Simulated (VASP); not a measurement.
Write the native input for VASP 6.6.1 that does the following.

- Task: relaxation of the atoms
- Functional: PBE
- Potentials or basis: VASP PAW PBE potentials, release 64 (Ir)
- Cutoff: 520 eV
- k mesh: 11 × 11 × 1
- Occupations: fermi-dirac, width 0.05 eV
- Spin: no spin polarisation
- Dipole correction: yes
- Further INCAR settings: ALGO = Normal; EDIFF = 1e-06; IBRION = 2; EDIFFG = -0.005; NSW = 80

The structure of Ir lies in POSCAR:

```
Ir
1.0
    2.4518400000      0.0000000000      0.0000000000
    0.0000000000      2.4518400000      0.0000000000
    0.0000000000      0.0000000000     23.8000000000
Ir
1
Direct
    0.0000000000      0.0000000000      0.2941200000
```

One way to write it, as run:

INCAR

```
SYSTEM = Ir
ALGO = Normal
DIPOL = 0.5 0.5 0.294
EDIFF = 1E-6
EDIFFG = -0.005
ENCUT = 520
GGA = PE
IBRION = 2
IDIPOL = 3
ISIF = 2
ISMEAR = -1
LASPH = .TRUE.
LCHARG = .FALSE.
LDIPOL = .TRUE.
LREAL = .FALSE.
LWAVE = .FALSE.
NELM = 80
NSW = 80
PREC = Accurate
SIGMA = 0.05
```

KPOINTS

```
k-points
0
G
  11 11 1
  0 0 0
```

Potentials or basis: VASP PAW PBE potentials, release 64 (Ir).

Launch:

```console
$ cat potpaw_PBE.64/Ir/POTCAR > POTCAR
$ mpirun -np 1 vasp_std > vasp.out
```

Run time: 29 s on 1 thread of Intel Xeon 6975P-C, with other jobs on the host, peak memory 0.24 GiB.
